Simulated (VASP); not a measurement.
# TaSiO4 (P4/mmm) in VASP: a series of runs

TaSiO4 is run at these levels: PBE; tasks: single point.

Everything below comes from runs of VASP 6.6.1. Logs are shortened: lines on timing, memory, paths and dates and some standing lists are left out, and cuts for length are marked.

## 1. The cell of the first run

The structure is tetragonal, space group P4/mmm (No. 123). The conventional cell has a = 4.642 Å, b = 4.642 Å, c = 3.036 Å, α = 90.00°, β = 90.00°, γ = 90.00°. Within 2.3 Å of Ta (site symmetry 4/mmm) lie 4 O at 1.71 Å. Si (site symmetry 4/mmm) has 16 O at 2.84 Å and 2 Si at 3.04 Å and 8 Ta at 3.62 Å within 3.7 Å. Within 1.6 Å of O (site symmetry m2m) lie 1 O at 1.21 Å.

The cell was generated, and may not be a known phase.

## 2. Single point, PBE

Input file INCAR:

```
SYSTEM = TaSiO4
PREC     = Accurate       ! precision mode
ENCUT    = 1340           ! plane-wave cutoff, eV
EDIFF    = 1E-6           ! SCF threshold, eV
ISMEAR   = 0              ! smearing method
SIGMA    = 0.1            ! smearing width, eV
LREAL    = .FALSE.        ! projectors in reciprocal space
LASPH    = .TRUE.         ! aspherical terms in the spheres
NELM     = 120            ! most SCF steps
ALGO     = Normal         ! electronic algorithm
ISIF     = 2              ! what is computed and relaxed
LWAVE    = .FALSE.        ! write WAVECAR
LCHARG   = .FALSE.        ! write CHGCAR
GGA      = PE             ! functional
NBANDS   = 30             ! bands
GGA_COMPAT= .FALSE.
```

Input file KPOINTS:

```
regular mesh
0
G
  4 4 6
  0 0 0
```

Input file POSCAR:

```
TaSiO4
1.0
    4.6417778800      0.0000000000      0.0000000000
    0.0000000000      4.6417778800      0.0000000000
    0.0000000000      0.0000000000      3.0356047300
Ta Si O
1 1 4
Direct
    0.0000000000      0.0000000000      0.5000000000
    0.5000000000      0.5000000000      0.0000000000
    0.6306284400      0.0000000000      0.5000000000
    0.3693715600      0.0000000000      0.5000000000
    0.0000000000      0.6306284400      0.5000000000
    0.0000000000      0.3693715600      0.5000000000
```

Potentials or basis: VASP PAW PBE potentials, release 64 (Ta_sv_GW, Si, O_h).

Launch:

```sh
cat potpaw_PBE.64/Ta_sv_GW/POTCAR potpaw_PBE.64/Si/POTCAR potpaw_PBE.64/O_h/POTCAR > POTCAR
mpirun -np 1 vasp_std > vasp.out
```

OUTCAR:

```text
SYSTEM = TaSiO4
   PREC = Accurate
   ENCUT = 1340
   EDIFF = 1E-6
   ISMEAR = 0
   LREAL = .FALSE.
   LASPH = .TRUE.
   NELM = 120
   ISIF = 2
   GGA = PE

 ion  position               nearest neighbor table
   1  0.000  0.000  0.500-   3 1.71   4 1.71   5 1.71   6 1.71
   2  0.500  0.500  0.000-
   3  0.631  0.000  0.500-   4 1.21   1 1.71
   4  0.369  0.000  0.500-   3 1.21   1 1.71
   5  0.000  0.631  0.500-   6 1.21   1 1.71
   6  0.000  0.369  0.500-   5 1.21   1 1.71

  LATTYP: Found a simple tetragonal cell.
 ALAT       =     4.6417778800
 C/A-ratio  =     0.6539745779

  Lattice vectors:

 A1 = (   4.6417778800,   0.0000000000,   0.0000000000)
 A2 = (   0.0000000000,   4.6417778800,   0.0000000000)
 A3 = (   0.0000000000,   0.0000000000,   3.0356047300)

Analysis of symmetry for initial positions (statically):
=====================================================================
 Subroutine PRICEL returns:
 Original cell was already a primitive cell.

 Routine SETGRP: Setting up the symmetry group for a
 simple tetragonal supercell.

 Subroutine GETGRP returns: Found 16 space group operations
 (whereof 16 operations were pure point group operations)
 out of a pool of 16 trial point group operations.

The static configuration has the point symmetry D_4h.

Analysis of symmetry for dynamics (positions and initial velocities):
=====================================================================
 Subroutine PRICEL returns:
 Original cell was already a primitive cell.

 Routine SETGRP: Setting up the symmetry group for a
 simple tetragonal supercell.

 Subroutine GETGRP returns: Found 16 space group operations
 (whereof 16 operations were pure point group operations)
 out of a pool of 16 trial point group operations.

The dynamic configuration has the point symmetry D_4h.

 Subroutine INISYM returns: Found 16 space group operations
 (whereof 16 operations are pure point group operations),
 and found     1 'primitive' translations

----------------------------------------------------------------------------------------

                                     Primitive cell

  volume of cell :      65.4054

  direct lattice vectors                    reciprocal lattice vectors
     4.641777880  0.000000000  0.000000000     0.215434695  0.000000000  0.000000000
     0.000000000  4.641777880  0.000000000     0.000000000  0.215434695  0.000000000
     0.000000000  0.000000000  3.035604730     0.000000000  0.000000000  0.329423653

  length of vectors
     4.641777880  4.641777880  3.035604730     0.215434695  0.215434695  0.329423653

  position of ions in fractional coordinates (direct lattice)
     0.000000000  0.000000000  0.500000000
     0.500000000  0.500000000  0.000000000
     0.630628440  0.000000000  0.500000000
     0.369371560  0.000000000  0.500000000
     0.000000000  0.630628440  0.500000000
     0.000000000  0.369371560  0.500000000

  ion indices of the primitive-cell ions
   primitive index   ion index
                 1           1
                 2           2
                 3           3
                 4           4
                 5           5
                 6           6

----------------------------------------------------------------------------------------

 KPOINTS: regular mesh

Automatic generation of k-mesh.
 Grid dimensions read from file:
 generate k-points for:    4    4    6

 Generating k-lattice:

  Cartesian coordinates                     Fractional coordinates (reciprocal lattice)
     0.053858674  0.000000000  0.000000000     0.250000000  0.000000000  0.000000000
     0.000000000  0.053858674  0.000000000     0.000000000  0.250000000  0.000000000
     0.000000000  0.000000000  0.054903942     0.000000000  0.000000000  0.166666667

  Length of vectors
     0.053858674  0.053858674  0.054903942

  Shift w.r.t. Gamma in fractional coordinates (k-lattice)
     0.000000000  0.000000000  0.000000000

 Subroutine IBZKPT returns following result:
 ===========================================

 Found     24 irreducible k-points:

 Following reciprocal coordinates:
            Coordinates               Weight
  0.000000  0.000000  0.000000      1.000000
  0.250000  0.000000  0.000000      4.000000
  0.500000  0.000000  0.000000      2.000000
  0.250000  0.250000  0.000000      4.000000
  0.500000  0.250000  0.000000      4.000000
  0.500000  0.500000  0.000000      1.000000
[... 16 lines left out ...]
  0.500000  0.250000  0.500000      4.000000
  0.500000  0.500000  0.500000      1.000000
   k-points           NKPTS =     24   k-points in BZ     NKDIM =     24   number of bands    NBANDS=     30
   number of dos      NEDOS =    301   number of ions     NIONS =      6
   total plane-waves  NPLWV = 112896
   dimension x,y,z NGX =    56 NGY =   56 NGZ =   36
   dimension x,y,z NGXF=   112 NGYF=  112 NGZF=   72
   ions per type =               1   1   4
   NGX,Y,Z   is equivalent  to a cutoff of  20.06, 20.06, 19.72 a.u.
   NGXF,Y,Z  is equivalent  to a cutoff of  40.11, 40.11, 39.43 a.u.
 SYSTEM =  TaSiO4
   PREC   = accura    normal or accurate (medium, high low for compatibility)
   ISTART =      0    job   : 0-new  1-cont  2-samecut
   ICHARG =      2    charge: 1-file 2-atom 10-const
   ISPIN  =      1    spin polarized calculation?
   LNONCOLLINEAR =      F non collinear calculations
   LSORBIT =      F    spin-orbit coupling
   LASPH  =      T    aspherical Exc in radial PAW
   ENCUT  = 1340.0 eV  98.49 Ry    9.92 a.u.  13.85 13.85  9.06*2*pi/ulx,y,z
   NELM   =    120;   NELMIN=  2; NELMDL= -5     # of ELM steps
   EDIFF  = 0.1E-05   stopping-criterion for ELM
   LREAL  =      F    real-space projection
   EDIFFG = 0.1E-04   stopping-criterion for IOM
   NSW    =      0    number of steps for IOM
   IBRION =     -1    ionic relax: 0-MD 1-quasi-New 2-CG
   NFREE  =      0    steps in history (QN), initial steepest desc. (CG)
   ISIF   =      2    stress and relaxation
   ISYM   =      2    0-nonsym 1-usesym 2-fastsym
   POTIM  = 0.5000    time-step for ionic-motion
   TEBEG  =    0.0;   TEEND  =   0.0 temperature during run
   PSTRESS=    0.0 pullay stress
   NELECT =      41.0000    total number of electrons
   NUPDOWN=      -1.0000    fix difference up-down
   EMIN   =  10.00;   EMAX   =-10.00  energy-range for DOS
   EFERMI =   0.00;   METHOD = LEGACY
   ISMEAR =     0;   SIGMA  =   0.10  broadening in eV -4-tet -1-fermi 0-gaus
   EFERMI_NEDOS =   21; number of points for ismear=-14 and -15
   IALGO  =     38    algorithm
   IMIX   =      4    mixing-type and parameters
     AMIX     =   0.40;   BMIX     =  1.00
     AMIX_MAG =   1.60;   BMIX_MAG =  1.00
  volume/ion in A,a.u.               =      10.90        73.56
  Fermi-wavevector in a.u.,A,eV,Ry     =   1.401086  2.647669 26.708809  1.963042
  Thomas-Fermi vector in A             =   2.523982
   LORBIT       =      0    0 simple, 1 ext, 2 COOP (PROOUT), +10 PAW based schemes
   GGA     = PE    functional components
   LHFCALC =     F    Hartree Fock is set to
   AEXX    =    0.0000 exact exchange contribution
   IVDW    =     0    specifies the selected vdW correction
   LEPSILON=     F    determine dielectric tensor
   LRPA    =     F    only Hartree local field effects (RPA)
 non-spin polarized calculation
 Gauss-broadening in eV      SIGMA  =   0.10
  energy-cutoff  :     1340.00
  volume of cell :       65.41
 maximum number of plane-waves:      7376
 NGX is ok and might be reduce to    56
   NGX = 27   NGY = 27   NGZ = 19

 number of electron      41.0000002 magnetization

 Free energy of the ion-electron system (eV)
  ---------------------------------------------------
  ext. energy  EPLUGINS =         0.00000000
  ---------------------------------------------------
  free energy    TOTEN  =       -33.94661539 eV

  energy without entropy =      -33.92276236  energy(sigma->0) =      -33.93468888

 E-fermi :   9.2229     XC(G=0): -11.4560

 val. band max:        9.1989364743   @ k =   0.2500   0.2500   0.0000
 cond. band min:       9.2403221580   @ k =   0.2500   0.0000   0.0000
 fundamental gap:      0.0413856836
 Fermi energy:         9.2229478603

 k-point     1 :       0.0000    0.0000    0.0000
  band No.  band energies     occupation
      1     -60.1832      2.00000
      2     -28.0511      2.00000
      3     -28.0511      2.00000
      4     -26.1732      2.00000
      5     -20.1273      2.00000
      6     -19.9646      2.00000
[... 22 lines left out ...]
     29      17.7707      0.00000
     30      17.7707      0.00000

 k-point     2 :       0.2500    0.0000    0.0000
  band No.  band energies     occupation
      1     -60.1832      2.00000
      2     -28.1033      2.00000
      3     -28.0505      2.00000
      4     -26.1725      2.00000
      5     -20.0551      2.00000
      6     -19.7051      2.00000
[... 22 lines left out ...]
     29      16.2139      0.00000
     30      16.5098      0.00000

 k-point     3 :       0.5000    0.0000    0.0000
  band No.  band energies     occupation
      1     -60.1831      2.00000
      2     -28.1537      2.00000
      3     -28.0498      2.00000
      4     -26.1719      2.00000
      5     -20.0429      2.00000
      6     -19.3480      2.00000
[... 22 lines left out ...]
     29      15.4340      0.00000
     30      18.0646      0.00000

 k-point     4 :       0.2500    0.2500    0.0000
  band No.  band energies     occupation
      1     -60.1831      2.00000
      2     -28.1027      2.00000
      3     -28.1024      2.00000
      4     -26.1719      2.00000
      5     -19.7586      2.00000
      6     -19.6696      2.00000
[... 616 lines left out ...]
     29      16.9927      0.00000
     30      17.0716      0.00000

 k-point    23 :       0.5000    0.2500    0.5000
  band No.  band energies     occupation
      1     -60.1605      2.00000
      2     -28.0999      2.00000
      3     -28.0512      2.00000
      4     -26.6184      2.00000
      5     -19.5893      2.00000
      6     -19.2330      2.00000
[... 22 lines left out ...]
     29      16.0609      0.00000
     30      17.3072      0.00000

 k-point    24 :       0.5000    0.5000    0.5000
  band No.  band energies     occupation
      1     -60.1605      2.00000
      2     -28.0993      2.00000
      3     -28.0993      2.00000
      4     -26.6175      2.00000
      5     -19.2321      2.00000
      6     -19.2321      2.00000
[... 22 lines left out ...]
     29      16.2985      0.00000
     30      16.2985      0.00000

------------------------ aborting loop because EDIFF is reached ----------------------------------------

  FORCE on cell =-STRESS in cart. coord.  units (eV):
  Direction    XX          YY          ZZ          XY          YZ          ZX
  --------------------------------------------------------------------------------------
  -------------------------------------------------------------------------------------
  Total       51.3931675     51.3931675      5.4066324      0.0000000      0.0000000      0.0000000
  in kB     1258.9313192   1258.9313192    132.4413176      0.0000000      0.0000000      0.0000000
  external PRESSURE =     883.4346520 kB  Pullay stress =       0.0000000 kB

 VOLUME and BASIS-vectors are now :
 -----------------------------------------------------------------------------
  energy-cutoff  :     1340.00
  volume of cell :       65.41
      direct lattice vectors                 reciprocal lattice vectors
     4.641777880  0.000000000  0.000000000     0.215434695  0.000000000  0.000000000
     0.000000000  4.641777880  0.000000000     0.000000000  0.215434695  0.000000000
     0.000000000  0.000000000  3.035604730     0.000000000  0.000000000  0.329423653

 POSITION                                       TOTAL-FORCE (eV/Angst)
 -----------------------------------------------------------------------------------
      0.00000      0.00000      1.51780         0.000000      0.000000     -0.000000
      2.32089      2.32089      0.00000         0.000000      0.000000     -0.000000
      2.92724      0.00000      1.51780        -1.969382      0.000000      0.000000
      1.71454      0.00000      1.51780         1.969382      0.000000     -0.000000
      0.00000      2.92724      1.51780        -0.000000     -1.969382     -0.000000
      0.00000      1.71454      1.51780         0.000000      1.969382      0.000000
 -----------------------------------------------------------------------------------
    total drift:                                0.000000      0.000000      0.000000

  FREE ENERGIE OF THE ION-ELECTRON SYSTEM (eV)
  ---------------------------------------------------
  free  energy   TOTEN  =       -33.9466153875 eV

  energy  without entropy=      -33.9227623633  energy(sigma->0) =      -33.93468888
```

Wall time 2.2 min (1 thread of Intel Xeon 6975P-C (Granite Rapids), shared host); peak memory 0.47 GiB.

Results:

- Free energy: -33.9466 eV
- Pressure: 88.3 GPa
- Largest force: 1.969 eV/Å
- Band gap on the k mesh: zero (an odd number of electrons rules out a gap without spin polarisation)

Forces on the atoms (eV/Å):
```
Ta   0.000  0.000  0.000
Si   0.000  0.000  0.000
O   -1.969  0.000  0.000
O    1.969  0.000  0.000
O    0.000 -1.969  0.000
O    0.000  1.969  0.000
```

Stress tensor (GPa, compression positive):
```
125.89   0.00   0.00
  0.00 125.89   0.00
  0.00   0.00  13.24
```

Caveat: the stress differs along the axes, from 13 to 126 GPa; spin-orbit coupling is left out, which moves the levels of the heavy elements; an odd number of electrons without spin polarisation forces a metal; a magnetic or distorted state may lie lower.

## 3. Single point, PBE

This run uses another cell than the first one, of 14.84 Å³/atom.

Input file INCAR:

```
PREC = Accurate
ENCUT = 1340
EDIFF = 1E-6
ISMEAR = 0
SIGMA = 0.1
LREAL = F
LASPH = T
NELM = 120
ALGO = Normal
ISIF = 2
LWAVE = F
LCHARG = T
GGA = PE
LELF = T
LVHAR = T
NBANDS = 30
GGA_COMPAT = F
```

Input file KPOINTS:

```
regular mesh
0
Gamma
  4 4 6
```

Input file POSCAR:

```
TaSiO4
1.0
    5.4247429134      0.0000000000      0.0000000000
    0.0000000000      5.4247429134      0.0000000000
    0.0000000000      0.0000000000      3.0253139763
Ta Si O
1 1 4
Direct
    0.0000000000      0.0000000000      0.5000000000
    0.5000000000      0.5000000000      0.0000000000
    0.6511176889      0.0000000000      0.5000000000
    0.3488823111      0.0000000000      0.5000000000
    0.0000000000      0.6511176889      0.5000000000
    0.0000000000      0.3488823111      0.5000000000
```

Potentials or basis: VASP PAW PBE potentials, release 64 (Ta_sv_GW, Si, O_h).

Launch:

```sh
cat potpaw_PBE.64/Ta_sv_GW/POTCAR potpaw_PBE.64/Si/POTCAR potpaw_PBE.64/O_h/POTCAR > POTCAR
mpirun -np 1 vasp_std > vasp.out
```

It took 7.3 min on 1 thread of Intel Xeon Platinum 8259CL at 2.50GHz (Skylake/Cascade Lake), shared host; peak memory 0.6 GiB.

It converged, with:

```
Free energy            : -40.2591 eV
Pressure               : 0.2 GPa
Largest force          : 0.056 eV/Å
Band gap on the k mesh : zero (an odd number of electrons rules out a gap without spin polarisation)
```

Forces in eV/Å, atoms in the order of the input:
```
Ta   0.000  0.000  0.000
Si   0.000  0.000  0.000
O   -0.056  0.000  0.000
O    0.056  0.000  0.000
O    0.000 -0.056  0.000
O    0.000  0.056  0.000
```

Stress tensor (GPa, compression positive):
```
 0.32  0.00  0.00
 0.00  0.32  0.00
 0.00  0.00 -0.08
```

Levels at points of the mesh, in eV from the Fermi level:
```csv
k point,band 18,band 19,band 20,band 21,band 22,band 23
"(0.00, 0.00, 0.00)",-2.37,-2.37,-0.87,1.11,1.11,1.84
"(0.50, 0.00, 0.00)",-2.17,-2.09,-1.31,-1.25,-0.09,0.92
"(0.50, 0.50, 0.00)",-2.42,-1.61,-1.51,-1.13,-0.87,0.34
"(0.00, 0.00, 0.50)",-4.15,-2.04,-0.77,1.46,1.46,1.95
"(0.50, 0.00, 0.50)",-1.86,-1.83,-1.31,-1.16,1.26,1.48
"(0.50, 0.50, 0.50)",-1.83,-1.83,-1.52,-1.37,-0.79,1.37
```

Caveat: spin-orbit coupling is left out, which moves the levels of the heavy elements; an odd number of electrons without spin polarisation forces a metal; a magnetic or distorted state may lie lower.

The gap in the log of VASP goes by the Fermi energy; the results here count the filled bands.